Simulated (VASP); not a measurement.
Write the native input for VASP 6.6.1 that does the following.

* Task: single point
* Functional: PBEsol
* Potentials or basis: VASP PAW PBE potentials, release 64 (Ga_d, N)
* Cutoff: 520 eV
* k mesh: 10 × 10 × 10
* Occupations: gaussian, width 0.01 eV
* Spin: no spin polarisation
* Dipole correction: no
* Further INCAR settings: ALGO = Normal; EDIFF = 1e-06; NBANDS = 16

The structure of GaN lies in POSCAR:

```
GaN
1.0
    0.0000000000      2.2413965612      2.2413965612
    2.2413965612      0.0000000000      2.2413965612
    2.2413965612      2.2413965612      0.0000000000
Ga N
1 1
Direct
    0.0000000000      0.0000000000      0.0000000000
    0.2500000000      0.2500000000      0.2500000000
```

These files were run (other wordings do the same):

INCAR

```
PREC     = Accurate       # precision mode
ENCUT    = 520            # plane-wave cutoff, eV
EDIFF    = 1E-6           # SCF threshold, eV
ISMEAR   = 0              # smearing method
SIGMA    = 0.01           # smearing width, eV
LREAL    = False          # projectors in reciprocal space
LASPH    = True           # aspherical terms in the spheres
NELM     = 60             # most SCF steps
ALGO     = Normal         # electronic algorithm
ISIF     = 2              # what is computed and relaxed
LWAVE    = False          # write WAVECAR
LCHARG   = False          # write CHGCAR
GGA      = PS             # functional
NBANDS   = 16             # bands
```

KPOINTS

```
regular mesh
0
Gamma
  10 10 10
```

Potentials or basis: VASP PAW PBE potentials, release 64 (Ga_d, N).

Command:

```console
$ cat potpaw_PBE.64/Ga_d/POTCAR potpaw_PBE.64/N/POTCAR > POTCAR
$ mpirun -np 1 vasp_std > vasp.out
```

Results of the run:

```
Pressure               : 1.7 GPa
Band gap on the k mesh : 1.79 eV
```

Caveat: the PAW data sets were made with another functional, which shifts forces and pressure a little.

Wall time 14 s on 1 thread of Intel Xeon 8259CL, with other jobs on the host, peak memory 0.15 GiB.
